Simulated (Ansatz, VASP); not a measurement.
## One calculation of Hf, two programs

Contents of INCAR:

```
PREC = Accurate
ENCUT = 520
EDIFF = 1E-6
ISMEAR = -1
SIGMA = 0.1
LREAL = False
LASPH = True
NELM = 100
ALGO = Normal
ISIF = 2
LWAVE = False
LCHARG = True
LELF = True
LVHAR = True
NBANDS = 11
```

KPOINTS

```
Automatic mesh
0
Gamma
  15 15 15
```

POSCAR

```
Hf
1.0
    2.7463972264      0.0000000000      0.0000000000
    0.0000000000      2.7463972264      0.0000000000
    0.0000000000      0.0000000000      2.7463972264
Hf
1
Direct
    0.0000000000      0.0000000000      0.0000000000
```

Input for Ansatz:

```yaml
crystal:
  lattice:
    - [2.7463972264, 0.0, 0.0]
    - [0.0, 2.7463972264, 0.0]
    - [0.0, 0.0, 2.7463972264]
  atoms:
    - { symbol: Hf, position: [0.0, 0.0, 0.0] }
kpoints:
  mp_grid: { grid: [15, 15, 15] }
scf:
  occupations: { method: fermi_dirac, width: 0.1 }
hamiltonian:
  xc: lda
  pseudopotentials: { kind: all_electron, lapw: { basis_error: 0.001 } }
output:
  forces: true
  stress: true
  eigenvalues: true
  populations: true
```

Change from the starting cell: volume scaled by 0.92, LAPW.

Alike in both runs: task single point; functional LDA; k mesh 15 × 15 × 15; occupations fermi-dirac, width 0.1 eV; no spin polarisation.

|  | VASP | Ansatz |
| --- | --- | --- |
| version | VASP 6.6.1 | Ansatz 0.2.0 |
| potentials or method | VASP PAW LDA potentials, release 64 (Hf_pv), cutoff 520 eV | all-electron LAPW, scalar-relativistic |

Ansatz gave:

```
pressure (GPa) : 8.3
```

Which values does VASP return?

Pressure (GPa): 8.1.

LDA's correlation is that of Perdew and Zunger in VASP and of Perdew and Wang (1992) in Ansatz. Ansatz ran all-electron here, and VASP with PAW potentials.

Neither program's run includes spin-orbit coupling.
